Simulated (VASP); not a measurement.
Wanted: the native input for a VASP 6.6.1 run.

* Task: single point
* Functional: LDA
* Potentials or basis: VASP PAW LDA potentials, release 64 (Mo_sv)
* Cutoff: 520 eV
* k mesh: 14 × 14 × 14
* Occupations: gaussian, width 1 eV
* Spin: no spin polarisation
* Dipole correction: no
* Further INCAR settings: ALGO = Normal; EDIFF = 1e-06; NBANDS = 13

The structure of Mo lies in POSCAR:

```
Mo
1.0
   -1.5565618036      1.5565618036      1.5565618036
    1.5565618036     -1.5565618036      1.5565618036
    1.5565618036      1.5565618036     -1.5565618036
Mo
1
Direct
    0.0000000000      0.0000000000      0.0000000000
```

The input as run:

INCAR

```
SYSTEM = Mo
PREC = Accurate
ENCUT = 520
EDIFF = 1E-6
ISMEAR = 0
SIGMA = 1.0
LREAL = .FALSE.
LASPH = .TRUE.
NELM = 100
ALGO = Normal
ISIF = 2
LWAVE = .FALSE.
LCHARG = .FALSE.
NBANDS = 13
```

KPOINTS

```
regular mesh
0
G
  14 14 14
  0 0 0
```

Potentials or basis: VASP PAW LDA potentials, release 64 (Mo_sv).

Command:

```sh
$ cat potpaw_LDA.64/Mo_sv/POTCAR > POTCAR
$ mpirun -np 1 vasp_std > vasp.out
```

Results of the run:

The pressure is 2.3 GPa and the band gap on the k mesh is zero (band 7 reaches 17.30 eV, above the bottom of band 8 at 11.63 eV).

Wall time 20 s on 1 thread of AMD EPYC 7R13 (shared host), peak memory 0.1 GiB.
